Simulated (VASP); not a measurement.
# BaZrS3 (Pnma) in VASP: single point with PBEsol

Aim: the single point of BaZrS3 with PBEsol.

Everything below comes from runs of VASP 6.6.1. Logs are shortened: lines on timing, memory, paths and dates and some standing lists are left out, and cuts for length are marked.

## (1) The cell of the first run

It takes space group Pnma (No. 62, orthorhombic). The conventional cell has a = 7.061 Å, b = 9.977 Å, c = 7.014 Å, α = 90.00°, β = 90.00°, γ = 90.00°. Within 4.4 Å of Ba (site symmetry m) lie 12 S at 3.15 to 4.27 Å and 6 Zr at 4.04 to 4.38 Å. Zr (site symmetry -1) has 6 S at 2.54 to 2.55 Å within 3.3 Å. Within 3.3 Å of S (site symmetry m) lie 2 Zr at 2.54 Å and 2 Ba at 3.15 to 3.18 Å. S (site symmetry 1) has 2 Zr at 2.54 to 2.55 Å and 3 Ba at 3.16 to 3.42 Å and 8 S at 3.57 to 3.62 Å within 3.7 Å.

## (2) Single point, PBEsol

File INCAR:

```
SYSTEM = BaZrS3
ALGO = Normal ; EDIFF = 1E-6
ENCUT = 500 ; GGA = PS
GGA_COMPAT = .False. ; ISIF = 2
ISMEAR = 0 ; KPAR = 4
LASPH = .True. ; LCHARG = .False.
LREAL = .False. ; LWAVE = .False.
NBANDS = 96 ; NELM = 120
PREC = Accurate ; SIGMA = 0.01
```

File KPOINTS:

```
k-points
0
Gamma
  4 4 4
  0 0 0
```

File POSCAR:

```
BaZrS3
1.0
    7.0610000000      0.0000000000      0.0000000000
    0.0000000000      9.9770000000      0.0000000000
    0.0000000000      0.0000000000      7.0140000000
Ba Zr S
4 4 12
Direct
    0.0500420082      0.2500000000      0.0102986565
    0.4499579918      0.7500000000      0.5102986565
    0.5500420082      0.2500000000      0.4897013435
    0.9499579918      0.7500000000      0.9897013435
    0.0000000000      0.0000000000      0.5000000000
    0.5000000000      0.0000000000      0.0000000000
    0.5000000000      0.5000000000      0.0000000000
    0.0000000000      0.5000000000      0.5000000000
    0.9941677687      0.2500000000      0.5648081642
    0.5058322313      0.7500000000      0.0648081642
    0.4941677687      0.2500000000      0.9351918358
    0.0058322313      0.7500000000      0.4351918358
    0.2100123089      0.9660064375      0.7894665092
    0.2899876911      0.0339935625      0.2894665092
    0.7100123089      0.5339935625      0.7105334908
    0.7899876911      0.4660064375      0.2105334908
    0.7899876911      0.0339935625      0.2105334908
    0.7100123089      0.9660064375      0.7105334908
    0.2899876911      0.4660064375      0.2894665092
    0.2100123089      0.5339935625      0.7894665092
```

Potentials or basis: VASP PAW PBE potentials, release 64 (Ba_sv, Zr_sv, S).

Run with:

```console
> cat potpaw_PBE.64/Ba_sv/POTCAR potpaw_PBE.64/Zr_sv/POTCAR potpaw_PBE.64/S/POTCAR > POTCAR
> mpirun -np 4 vasp_std > vasp.out
```

OUTCAR:

```text
SYSTEM = BaZrS3
   EDIFF = 1E-6
   ENCUT = 500
   GGA = PS
   ISIF = 2
   ISMEAR = 0
   LASPH = .True.
   LREAL = .False.
   NELM = 120
   PREC = Accurate

 ion  position               nearest neighbor table
   1  0.050  0.250  0.010-   9 3.15  16 3.16  17 3.16  11 3.18  14 3.37  19 3.37  13 3.42  20 3.42
                             6 4.04   7 4.04   5 4.26   8 4.26
   2  0.450  0.750  0.510-  10 3.15  15 3.16  18 3.16  12 3.18  13 3.37  20 3.37  19 3.42  14 3.42
                             5 4.04   8 4.04   7 4.26   6 4.26
   3  0.550  0.250  0.490-  11 3.15  14 3.16  19 3.16   9 3.18  17 3.37  16 3.37  18 3.42  15 3.42
                             5 4.04   8 4.04   7 4.26   6 4.26
   4  0.950  0.750  0.990-  12 3.15  13 3.16  20 3.16  10 3.18  18 3.37  15 3.37  16 3.42  17 3.42
                             6 4.04   7 4.04   5 4.26   8 4.26
   5  0.000  0.000  0.500-   9 2.54  12 2.54  13 2.54  17 2.54  14 2.55  18 2.55   2 4.04   3 4.04
                             1 4.26   4 4.26
   6  0.500  0.000  0.000-  10 2.54  11 2.54  14 2.54  18 2.54  17 2.55  13 2.55   1 4.04   4 4.04
                             3 4.26   2 4.26
   7  0.500  0.500  0.000-  10 2.54  11 2.54  15 2.54  19 2.54  16 2.55  20 2.55   1 4.04   4 4.04
                             3 4.26   2 4.26
   8  0.000  0.500  0.500-   9 2.54  12 2.54  16 2.54  20 2.54  19 2.55  15 2.55   2 4.04   3 4.04
                             1 4.26   4 4.26
   9  0.994  0.250  0.565-   5 2.54   8 2.54   1 3.15   3 3.18
  10  0.506  0.750  0.065-   6 2.54   7 2.54   2 3.15   4 3.18
  11  0.494  0.250  0.935-   6 2.54   7 2.54   3 3.15   1 3.18
  12  0.006  0.750  0.435-   5 2.54   8 2.54   4 3.15   2 3.18
  13  0.210  0.966  0.789-   5 2.54   6 2.55   4 3.16   2 3.37   1 3.42
  14  0.290  0.034  0.289-   6 2.54   5 2.55   3 3.16   1 3.37   2 3.42
  15  0.710  0.534  0.711-   7 2.54   8 2.55   2 3.16   4 3.37   3 3.42
  16  0.790  0.466  0.211-   8 2.54   7 2.55   1 3.16   3 3.37   4 3.42
  17  0.790  0.034  0.211-   5 2.54   6 2.55   1 3.16   3 3.37   4 3.42
  18  0.710  0.966  0.711-   6 2.54   5 2.55   2 3.16   4 3.37   3 3.42
  19  0.290  0.466  0.289-   7 2.54   8 2.55   3 3.16   1 3.37   2 3.42
  20  0.210  0.534  0.789-   8 2.54   7 2.55   4 3.16   2 3.37   1 3.42

  LATTYP: Found a simple orthorhombic cell.
 ALAT       =     7.0140000000
 B/A-ratio  =     1.0067008839
 C/A-ratio  =     1.4224408326

  Lattice vectors:

 A1 = (   0.0000000000,   0.0000000000,   7.0140000000)
 A2 = (   7.0610000000,   0.0000000000,   0.0000000000)
 A3 = (   0.0000000000,   9.9770000000,   0.0000000000)

Analysis of symmetry for initial positions (statically):
=====================================================================
 Subroutine PRICEL returns:
 Original cell was already a primitive cell.

 Routine SETGRP: Setting up the symmetry group for a
 simple orthorhombic supercell.

 Subroutine GETGRP returns: Found  8 space group operations
 (whereof  2 operations were pure point group operations)
 out of a pool of  8 trial point group operations.

The static configuration has the point symmetry S_2 .
 The point group associated with its full space group is D_2h.

Analysis of symmetry for dynamics (positions and initial velocities):
=====================================================================
 Subroutine PRICEL returns:
 Original cell was already a primitive cell.

 Routine SETGRP: Setting up the symmetry group for a
 simple orthorhombic supercell.

 Subroutine GETGRP returns: Found  8 space group operations
 (whereof  2 operations were pure point group operations)
 out of a pool of  8 trial point group operations.

The dynamic configuration has the point symmetry S_2 .
 The point group associated with its full space group is D_2h.

 Subroutine INISYM returns: Found  8 space group operations
 (whereof  2 operations are pure point group operations),
 and found     1 'primitive' translations

----------------------------------------------------------------------------------------

                                     Primitive cell

  volume of cell :     494.1194

  direct lattice vectors                    reciprocal lattice vectors
     7.061000000  0.000000000  0.000000000     0.141623000  0.000000000  0.000000000
     0.000000000  9.977000000  0.000000000     0.000000000  0.100230530  0.000000000
     0.000000000  0.000000000  7.014000000     0.000000000  0.000000000  0.142571999

  length of vectors
     7.061000000  9.977000000  7.014000000     0.141623000  0.100230530  0.142571999

  position of ions in fractional coordinates (direct lattice)
[... 53 lines left out ...]

  Cartesian coordinates                     Fractional coordinates (reciprocal lattice)
     0.035405750  0.000000000  0.000000000     0.250000000  0.000000000  0.000000000
     0.000000000  0.025057633  0.000000000     0.000000000  0.250000000  0.000000000
     0.000000000  0.000000000  0.035643000     0.000000000  0.000000000  0.250000000

  Length of vectors
     0.035405750  0.025057633  0.035643000

  Shift w.r.t. Gamma in fractional coordinates (k-lattice)
     0.000000000  0.000000000  0.000000000

 Subroutine IBZKPT returns following result:
 ===========================================

 Found     27 irreducible k-points:

 Following reciprocal coordinates:
            Coordinates               Weight
  0.000000  0.000000  0.000000      1.000000
  0.250000  0.000000  0.000000      2.000000
  0.500000  0.000000  0.000000      1.000000
  0.000000  0.250000  0.000000      2.000000
  0.250000  0.250000  0.000000      4.000000
  0.500000  0.250000  0.000000      2.000000
[... 16 lines left out ...]
  0.250000  0.250000  0.500000      4.000000
  0.500000  0.250000  0.500000      2.000000
 [... further k-points ...]
   k-points           NKPTS =     27   k-points in BZ     NKDIM =     27   number of bands    NBANDS=     96
   number of dos      NEDOS =    301   number of ions     NIONS =     20
   total plane-waves  NPLWV = 233280
   dimension x,y,z NGX =    54 NGY =   80 NGZ =   54
   dimension x,y,z NGXF=   108 NGYF=  160 NGZF=  108
   ions per type =               4   4  12
   NGX,Y,Z   is equivalent  to a cutoff of  12.71, 13.33, 12.80 a.u.
   NGXF,Y,Z  is equivalent  to a cutoff of  25.43, 26.66, 25.60 a.u.
 SYSTEM =  BaZrS3
   PREC   = accura    normal or accurate (medium, high low for compatibility)
   ISTART =      0    job   : 0-new  1-cont  2-samecut
   ICHARG =      2    charge: 1-file 2-atom 10-const
   ISPIN  =      1    spin polarized calculation?
   LNONCOLLINEAR =      F non collinear calculations
   LSORBIT =      F    spin-orbit coupling
   LASPH  =      T    aspherical Exc in radial PAW
   ENCUT  =  500.0 eV  36.75 Ry    6.06 a.u.  12.87 18.19 12.79*2*pi/ulx,y,z
   NELM   =    120;   NELMIN=  2; NELMDL= -5     # of ELM steps
   EDIFF  = 0.1E-05   stopping-criterion for ELM
   LREAL  =      F    real-space projection
   EDIFFG = 0.1E-04   stopping-criterion for IOM
   NSW    =      0    number of steps for IOM
   IBRION =     -1    ionic relax: 0-MD 1-quasi-New 2-CG
   NFREE  =      0    steps in history (QN), initial steepest desc. (CG)
   ISIF   =      2    stress and relaxation
   ISYM   =      2    0-nonsym 1-usesym 2-fastsym
   POTIM  = 0.5000    time-step for ionic-motion
   TEBEG  =    0.0;   TEEND  =   0.0 temperature during run
   PSTRESS=    0.0 pullay stress
   NELECT =     160.0000    total number of electrons
   NUPDOWN=      -1.0000    fix difference up-down
   EMIN   =  10.00;   EMAX   =-10.00  energy-range for DOS
   EFERMI =   0.00;   METHOD = LEGACY
   ISMEAR =     0;   SIGMA  =   0.01  broadening in eV -4-tet -1-fermi 0-gaus
   EFERMI_NEDOS =   21; number of points for ismear=-14 and -15
   IALGO  =     38    algorithm
   IMIX   =      4    mixing-type and parameters
     AMIX     =   0.40;   BMIX     =  1.00
     AMIX_MAG =   1.60;   BMIX_MAG =  1.00
  volume/ion in A,a.u.               =      24.71       166.72
  Fermi-wavevector in a.u.,A,eV,Ry     =   1.124184  2.124400 17.194911  1.263790
  Thomas-Fermi vector in A             =   2.260855
   LORBIT       =      0    0 simple, 1 ext, 2 COOP (PROOUT), +10 PAW based schemes
   GGA     = PS    functional components
   LHFCALC =     F    Hartree Fock is set to
   AEXX    =    0.0000 exact exchange contribution
   IVDW    =     0    specifies the selected vdW correction
   LEPSILON=     F    determine dielectric tensor
   LRPA    =     F    only Hartree local field effects (RPA)
 non-spin polarized calculation
 Gauss-broadening in eV      SIGMA  =   0.01
  energy-cutoff  :      500.00
  volume of cell :      494.12
 maximum number of plane-waves:     12612
 NGX is ok and might be reduce to    54
   NGX = 25   NGY = 37   NGZ = 25

 number of electron     159.9999998 magnetization

 Free energy of the ion-electron system (eV)
  ---------------------------------------------------
  ext. energy  EPLUGINS =         0.00000000
  ---------------------------------------------------
  free energy    TOTEN  =      -134.91320328 eV

  energy without entropy =     -134.91320328  energy(sigma->0) =     -134.91320328

 E-fermi :   3.8936     XC(G=0):  -9.7322

 val. band max:        3.7781223229   @ k =   0.0000   0.0000   0.0000
 cond. band min:       4.7029390184   @ k =   0.0000   0.0000   0.0000
 fundamental gap:      0.9248166955
 Fermi energy:         3.8935811837

 k-point     1 :       0.0000    0.0000    0.0000
  band No.  band energies     occupation
      1     -44.9701      2.00000
      2     -44.9698      2.00000
      3     -44.9696      2.00000
      4     -44.9694      2.00000
      5     -23.0676      2.00000
      6     -23.0637      2.00000
[... 2269 lines left out ...]
     91       6.9882      0.00000
     92       6.9882      0.00000

 [... further k-points ...]

 [bands above 92 left out]

------------------------ aborting loop because EDIFF is reached ----------------------------------------

  FORCE on cell =-STRESS in cart. coord.  units (eV):
  Direction    XX          YY          ZZ          XY          YZ          ZX
  --------------------------------------------------------------------------------------
  -------------------------------------------------------------------------------------
  Total       -1.4149190     -3.4425113     -3.5187635      0.0000000      0.0000000     -0.0000000
  in kB       -4.5878606    -11.1623082    -11.4095552      0.0000000      0.0000000     -0.0000000
  external PRESSURE =      -9.0532414 kB  Pullay stress =       0.0000000 kB

 VOLUME and BASIS-vectors are now :
 -----------------------------------------------------------------------------
  energy-cutoff  :      500.00
  volume of cell :      494.12
      direct lattice vectors                 reciprocal lattice vectors
     7.061000000  0.000000000  0.000000000     0.141623000  0.000000000  0.000000000
     0.000000000  9.977000000  0.000000000     0.000000000  0.100230530  0.000000000
     0.000000000  0.000000000  7.014000000     0.000000000  0.000000000  0.142571999

 POSITION                                       TOTAL-FORCE (eV/Angst)
 -----------------------------------------------------------------------------------
      0.35335      2.49425      0.07223        -0.013857      0.000000      0.003458
      3.17715      7.48275      3.57923         0.013857      0.000000      0.003458
      3.88385      2.49425      3.43477        -0.013857      0.000000     -0.003458
      6.70765      7.48275      6.94177         0.013857      0.000000     -0.003458
      0.00000      0.00000      3.50700         0.000000      0.000000      0.000000
      3.53050      0.00000      0.00000         0.000000      0.000000      0.000000
[... 12 lines left out ...]
      2.04760      4.64935      2.03032        -0.020271      0.021589     -0.011266
      1.48290      5.32765      5.53732         0.020271     -0.021589     -0.011266
 -----------------------------------------------------------------------------------
    total drift:                                0.000000     -0.000000     -0.000000

  FREE ENERGIE OF THE ION-ELECTRON SYSTEM (eV)
  ---------------------------------------------------
  free  energy   TOTEN  =      -134.9132032756 eV

  energy  without entropy=     -134.9132032756  energy(sigma->0) =     -134.91320328
```

Wall time 12 min (4 MPI ranks of AMD EPYC 7R43 (Zen 3), shared host); peak memory 1.1 GiB.

Results:

- Free energy: -134.9132 eV
- Pressure: -0.9 GPa
- Largest force: 0.042 eV/Å
- Band gap on the k mesh: 0.92 eV

Forces in eV/Å, atoms in the order of the input:
```
Ba  -0.014  0.000  0.003
Ba   0.014  0.000  0.003
Ba  -0.014  0.000 -0.003
Ba   0.014  0.000 -0.003
Zr   0.000  0.000  0.000
Zr   0.000  0.000  0.000
Zr   0.000  0.000  0.000
Zr   0.000  0.000  0.000
S    0.032  0.000 -0.026
S   -0.032  0.000 -0.026
S    0.032  0.000  0.026
S   -0.032  0.000  0.026
S    0.020  0.022 -0.011
S   -0.020 -0.022 -0.011
S    0.020 -0.022  0.011
S   -0.020  0.022  0.011
S   -0.020 -0.022  0.011
S    0.020  0.022  0.011
S   -0.020  0.022 -0.011
S    0.020 -0.022 -0.011
```

Levels at points of the mesh, in eV from the valence-band top:
```csv
k point,band 78,band 79,band 80,band 81,band 82,band 83
"(0.00, 0.00, 0.00)",-0.10,-0.05,0.00,0.92,1.01,1.08
"(0.50, 0.00, 0.00)",-0.59,-0.29,-0.29,1.98,1.98,2.14
"(0.00, 0.50, 0.00)",-0.27,-0.26,-0.26,1.11,1.11,1.99
"(0.50, 0.50, 0.00)",-0.39,-0.39,-0.39,2.34,2.34,2.34
"(0.00, 0.00, 0.50)",-0.52,-0.32,-0.32,2.04,2.04,2.13
"(0.50, 0.00, 0.50)",-0.40,-0.11,-0.11,1.05,1.05,2.46
"(0.00, 0.50, 0.50)",-0.42,-0.32,-0.32,2.28,2.28,2.32
"(0.50, 0.50, 0.50)",-0.42,-0.42,-0.42,2.12,2.12,2.12
```

Caveat: the PAW data sets were made with another functional, which shifts forces and pressure a little; spin-orbit coupling is left out, which moves the levels of the heavy elements.
